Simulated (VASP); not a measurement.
# Na (Fm-3m) in VASP: relaxation of cell and atoms with r2SCAN

Aim: the relaxation of cell and atoms of Na with r2SCAN.

Program: VASP 6.6.1. These are calculated values, not measurements. Logs are shortened: lines on timing, memory, paths and dates and some standing lists are left out, and cuts for length are marked.

### Step 1. The cell of the first run

It takes space group Fm-3m (No. 225, cubic). Conventional cell: a = 5.390 Å, b = 5.390 Å, c = 5.390 Å, α = 90.00°, β = 90.00°, γ = 90.00°. Na (site symmetry m-3m) has 12 Na at 3.81 Å within 5.0 Å.

This isn't the form of Na at room conditions, which is bcc.

### Step 2. Relaxation of cell and atoms, r2SCAN

File POSCAR:

```
Na
1.0
    0.0000000000      2.6950000000      2.6950000000
    2.6950000000      0.0000000000      2.6950000000
    2.6950000000      2.6950000000      0.0000000000
Na
1
Direct
    0.0000000000      0.0000000000      0.0000000000
```

File INCAR.step1:

```
PREC = Accurate
ENCUT = 550
ISMEAR = 0
SIGMA = 0.1
LREAL = False
LASPH = True
NELM = 120
GGA = PE
ALGO = Normal
EDIFF = 1E-5
LWAVE = True
LCHARG = False
GGA_COMPAT = False
IBRION = 2
ISIF = 3
EDIFFG = -0.005
NELMIN = 4
NSW = 100
```

File INCAR.step2:

```
PREC = Accurate
ENCUT = 550
EDIFF = 1E-7
ISMEAR = 0
SIGMA = 0.1
LREAL = False
LASPH = True
NELM = 120
ALGO = Normal
ISIF = 3
LWAVE = False
LCHARG = False
METAGGA = R2SCAN
LMIXTAU = True
IBRION = 2
NSW = 80
EDIFFG = -0.01
ISTART = 1
GGA_COMPAT = False
NELMIN = 4
```

File KPOINTS:

```
regular mesh
0
Gamma
  7 7 7
```

Potentials or basis: VASP PAW PBE potentials, release 64 (Na_pv).

Command:

```bash
> cat potpaw_PBE.64/Na_pv/POTCAR > POTCAR
> cp INCAR.step1 INCAR
> mpirun -np 1 vasp_std > vasp.out
> cp INCAR.step2 INCAR
> mpirun -np 1 vasp_std > vasp.out
```

OUTCAR:

```text
PREC = Accurate
   ENCUT = 550
   EDIFF = 1E-7
   ISMEAR = 0
   LREAL = False
   LASPH = True
   NELM = 120
   ISIF = 3
   METAGGA = R2SCAN
   IBRION = 2
   NSW = 80
   EDIFFG = -0.01
   ISTART = 1
   NELMIN = 4

 ion  position               nearest neighbor table
   1  0.000  0.000  0.000-

  LATTYP: Found a face centered cubic cell.
 ALAT       =     5.3900000000

  Lattice vectors:

 A1 = (   0.0000000000,   2.6950000000,   2.6950000000)
 A2 = (   2.6950000000,   0.0000000000,   2.6950000000)
 A3 = (   2.6950000000,   2.6950000000,   0.0000000000)

Analysis of symmetry for initial positions (statically):
=====================================================================
 Subroutine PRICEL returns:
 Original cell was already a primitive cell.

 Routine SETGRP: Setting up the symmetry group for a
 face centered cubic supercell.

 Subroutine GETGRP returns: Found 48 space group operations
 (whereof 48 operations were pure point group operations)
 out of a pool of 48 trial point group operations.

The static configuration has the point symmetry O_h .

Analysis of symmetry for dynamics (positions and initial velocities):
=====================================================================
 Subroutine PRICEL returns:
 Original cell was already a primitive cell.

 Routine SETGRP: Setting up the symmetry group for a
 face centered cubic supercell.

 Subroutine GETGRP returns: Found 48 space group operations
 (whereof 48 operations were pure point group operations)
 out of a pool of 48 trial point group operations.

The dynamic configuration has the point symmetry O_h .

 Subroutine INISYM returns: Found 48 space group operations
 (whereof 48 operations are pure point group operations),
 and found     1 'primitive' translations

----------------------------------------------------------------------------------------

                                     Primitive cell

  volume of cell :      39.1477

  direct lattice vectors                    reciprocal lattice vectors
     0.000000000  2.695000000  2.695000000    -0.185528757  0.185528757  0.185528757
     2.695000000  0.000000000  2.695000000     0.185528757 -0.185528757  0.185528757
     2.695000000  2.695000000  0.000000000     0.185528757  0.185528757 -0.185528757

  length of vectors
     3.811305551  3.811305551  3.811305551     0.321345233  0.321345233  0.321345233

  position of ions in fractional coordinates (direct lattice)
     0.000000000  0.000000000  0.000000000

  ion indices of the primitive-cell ions
   primitive index   ion index
                 1           1

----------------------------------------------------------------------------------------

 KPOINTS: regular mesh

Automatic generation of k-mesh.
 Grid dimensions read from file:
 generate k-points for:    7    7    7

 Generating k-lattice:

  Cartesian coordinates                     Fractional coordinates (reciprocal lattice)
    -0.026504108  0.026504108  0.026504108     0.142857143  0.000000000  0.000000000
     0.026504108 -0.026504108  0.026504108     0.000000000  0.142857143  0.000000000
     0.026504108  0.026504108 -0.026504108     0.000000000  0.000000000  0.142857143

  Length of vectors
     0.045906462  0.045906462  0.045906462

  Shift w.r.t. Gamma in fractional coordinates (k-lattice)
     0.000000000  0.000000000  0.000000000

 Subroutine IBZKPT returns following result:
 ===========================================

 Found     20 irreducible k-points:

 Following reciprocal coordinates:
            Coordinates               Weight
  0.000000  0.000000  0.000000      1.000000
  0.142857  0.000000  0.000000      8.000000
  0.285714  0.000000  0.000000      8.000000
  0.428571  0.000000  0.000000      8.000000
  0.142857  0.142857  0.000000      6.000000
  0.285714  0.142857  0.000000     24.000000
[... 12 lines left out ...]
 -0.428571  0.428571  0.142857     24.000000
 -0.285714  0.428571  0.142857     24.000000
   k-points           NKPTS =     20   k-points in BZ     NKDIM =     20   number of bands    NBANDS=      7
   number of dos      NEDOS =    301   number of ions     NIONS =      1
   total plane-waves  NPLWV =  27000
   dimension x,y,z NGX =    30 NGY =   30 NGZ =   30
   dimension x,y,z NGXF=    60 NGYF=   60 NGZF=   60
   ions per type =               1
   NGX,Y,Z   is equivalent  to a cutoff of  13.09, 13.09, 13.09 a.u.
   NGXF,Y,Z  is equivalent  to a cutoff of  26.17, 26.17, 26.17 a.u.
 SYSTEM =  unknown system
   PREC   = accura    normal or accurate (medium, high low for compatibility)
   ISTART =      1    job   : 0-new  1-cont  2-samecut
   ICHARG =      0    charge: 1-file 2-atom 10-const
   ISPIN  =      1    spin polarized calculation?
   LNONCOLLINEAR =      F non collinear calculations
   LSORBIT =      F    spin-orbit coupling
   LASPH  =      T    aspherical Exc in radial PAW
   ENCUT  =  550.0 eV  40.42 Ry    6.36 a.u.   7.29  7.29  7.29*2*pi/ulx,y,z
   NELM   =    120;   NELMIN=  4; NELMDL=  0     # of ELM steps
   EDIFF  = 0.1E-06   stopping-criterion for ELM
   LREAL  =      F    real-space projection
   EDIFFG = -.1E-01   stopping-criterion for IOM
   NSW    =     80    number of steps for IOM
   IBRION =      2    ionic relax: 0-MD 1-quasi-New 2-CG
   NFREE  =      1    steps in history (QN), initial steepest desc. (CG)
   ISIF   =      3    stress and relaxation
   ISYM   =      2    0-nonsym 1-usesym 2-fastsym
   POTIM  = 0.5000    time-step for ionic-motion
   TEBEG  =    0.0;   TEEND  =   0.0 temperature during run
   PSTRESS=    0.0 pullay stress
   NELECT =       7.0000    total number of electrons
   NUPDOWN=      -1.0000    fix difference up-down
   EMIN   =  10.00;   EMAX   =-10.00  energy-range for DOS
   EFERMI =   0.00;   METHOD = LEGACY
   ISMEAR =     0;   SIGMA  =   0.10  broadening in eV -4-tet -1-fermi 0-gaus
   EFERMI_NEDOS =   21; number of points for ismear=-14 and -15
   IALGO  =     38    algorithm
   IMIX   =      4    mixing-type and parameters
     AMIX     =   0.40;   BMIX     =  1.00
     AMIX_MAG =   1.60;   BMIX_MAG =  1.00
  volume/ion in A,a.u.               =      39.15       264.18
  Fermi-wavevector in a.u.,A,eV,Ry     =   0.922300  1.742894 11.573616  0.850637
  Thomas-Fermi vector in A             =   2.047811
   LORBIT       =      0    0 simple, 1 ext, 2 COOP (PROOUT), +10 PAW based schemes
   METAGGA = R2SCAN    functional components
   LHFCALC =     F    Hartree Fock is set to
   AEXX    =    0.0000 exact exchange contribution
   IVDW    =     0    specifies the selected vdW correction
   LEPSILON=     F    determine dielectric tensor
   LRPA    =     F    only Hartree local field effects (RPA)
 conjugate gradient relaxation of ions
 non-spin polarized calculation
 Gauss-broadening in eV      SIGMA  =   0.10
  energy-cutoff  :      550.00
  volume of cell :       39.15
 maximum number of plane-waves:      1161
 NGX is ok and might be reduce to    30
   NGX = 15   NGY = 15   NGZ = 15

--------------------------------------- Ionic step        1  -------------------------------------------

 number of electron       6.9999993 magnetization

 Free energy of the ion-electron system (eV)
  ---------------------------------------------------
  ext. energy  EPLUGINS =         0.00000000
  ---------------------------------------------------
  free energy    TOTEN  =        -3.56897300 eV

  energy without entropy =       -3.56755374  energy(sigma->0) =       -3.56826337

------------------------ aborting loop because EDIFF is reached ----------------------------------------

  FORCE on cell =-STRESS in cart. coord.  units (eV):
  Direction    XX          YY          ZZ          XY          YZ          ZX
  --------------------------------------------------------------------------------------
  -------------------------------------------------------------------------------------
  Total       -0.0743464     -0.0743464     -0.0743464      0.0000000      0.0000000      0.0000000
  in kB       -3.0427343     -3.0427343     -3.0427343      0.0000000      0.0000000      0.0000000
  external PRESSURE =      -3.0427343 kB  Pullay stress =       0.0000000 kB

 VOLUME and BASIS-vectors are now :
 -----------------------------------------------------------------------------
  energy-cutoff  :      550.00
  volume of cell :       39.15
      direct lattice vectors                 reciprocal lattice vectors
     0.000000000  2.695000000  2.695000000    -0.185528757  0.185528757  0.185528757
     2.695000000  0.000000000  2.695000000     0.185528757 -0.185528757  0.185528757
     2.695000000  2.695000000  0.000000000     0.185528757  0.185528757 -0.185528757
[... 106 lines left out ...]
 POSITION                                       TOTAL-FORCE (eV/Angst)
 -----------------------------------------------------------------------------------
      2.59834      2.59834      5.19668        -0.000000      0.000000      0.000000
 -----------------------------------------------------------------------------------
    total drift:                                0.000000     -0.000000      0.000000

  FREE ENERGIE OF THE ION-ELECTRON SYSTEM (eV)
  ---------------------------------------------------
  free  energy   TOTEN  =        -3.5682285237 eV

  energy  without entropy=       -3.5668092670  energy(sigma->0) =       -3.56751890

--------------------------------------- Ionic step        5  -------------------------------------------

 number of electron       7.0000004 magnetization

 Free energy of the ion-electron system (eV)
  ---------------------------------------------------
  ext. energy  EPLUGINS =         0.00000000
  ---------------------------------------------------
  free energy    TOTEN  =        -3.57175465 eV

  energy without entropy =       -3.57033539  energy(sigma->0) =       -3.57104502

 E-fermi :   0.5251     XC(G=0):  -6.9112

 val. band max:        0.0248440661   @ k =   0.4286   0.2857   0.0000
 cond. band min:       0.5825584144   @ k =  -0.2857   0.2857   0.0000
 fundamental gap:      0.5577143482
 Fermi energy:         0.5251259189

 k-point     1 :       0.0000    0.0000    0.0000
  band No.  band energies     occupation
      1     -25.6675      2.00000
      2     -25.6675      2.00000
      3     -25.6675      2.00000
      4      -3.1429      2.00000
      5      12.0909      0.00000
      6      12.0909      0.00000
      7      12.0909      0.00000

 k-point     2 :       0.1429    0.0000    0.0000
  band No.  band energies     occupation
      1     -25.6742      2.00000
      2     -25.6684      2.00000
      3     -25.6684      2.00000
      4      -2.7813      2.00000
      5       8.9207      0.00000
      6      11.6618      0.00000
      7      11.6618      0.00000
[... 200 lines left out ...]
 POSITION                                       TOTAL-FORCE (eV/Angst)
 -----------------------------------------------------------------------------------
      0.00000      0.00000      0.00000         0.000000      0.000000      0.000000
 -----------------------------------------------------------------------------------
    total drift:                               -0.000000     -0.000000      0.000000

  FREE ENERGIE OF THE ION-ELECTRON SYSTEM (eV)
  ---------------------------------------------------
  free  energy   TOTEN  =        -3.5717546457 eV

  energy  without entropy=       -3.5703353876  energy(sigma->0) =       -3.57104502

 reached required accuracy - stopping structural energy minimisation
```

It took 2.9 min on 1 thread of Intel Xeon 8259CL, shared host; peak memory 0.17 GiB.

What came out:

```
Free energy                           : -3.5718 eV
Relaxed volume                        : 37.15 Å³/atom
Relaxed cell                          : a = 3.745 Å, b = 3.745 Å, c = 3.745 Å, α = 60.00°, β = 60.00°, γ = 60.00°
Space group after relaxing (to 0.1 Å) : Fm-3m (No. 225)
Energy gained by relaxing             : 2.8 meV/atom
Ionic steps                           : 5
Pressure after relaxing               : 0.0 GPa
Band gap on the k mesh                : zero (an odd number of electrons rules out a gap without spin polarisation)
```

Step by step:
| step | energy change (eV) | largest force (eV/Å) | pressure (GPa) | volume (Å³) |
| --- | --- | --- | --- | --- |
| 1 | 0.0000 | 0.0000 | -0.30 | 39.15 |
| 2 | -0.0008 | 0.0000 | -0.26 | 38.73 |
| 3 | -0.0026 | 0.0000 | -0.09 | 37.49 |
| 4 | 0.0007 | 0.0000 | 0.62 | 35.08 |
| 5 | -0.0028 | 0.0000 | -0.01 | 37.15 |

Final structure:
```
Na
1.0
     0.00000    2.64841    2.64841
     2.64841    0.00000    2.64841
     2.64841    2.64841    0.00000
Na
1
Direct
  0.00000 0.00000 0.00000
```

Levels at points of the mesh, in eV from the Fermi level:
```tsv
k point	band 1	band 2	band 3	band 4	band 5	band 6	band 7
(0.00, 0.00, 0.00)	-26.19	-26.19	-26.19	-3.67	11.57	11.57	11.57
```

Caveat: the PAW data sets were made with another functional, which shifts forces and pressure a little.

The gap in the log of VASP goes by the Fermi energy; the results here count the filled bands.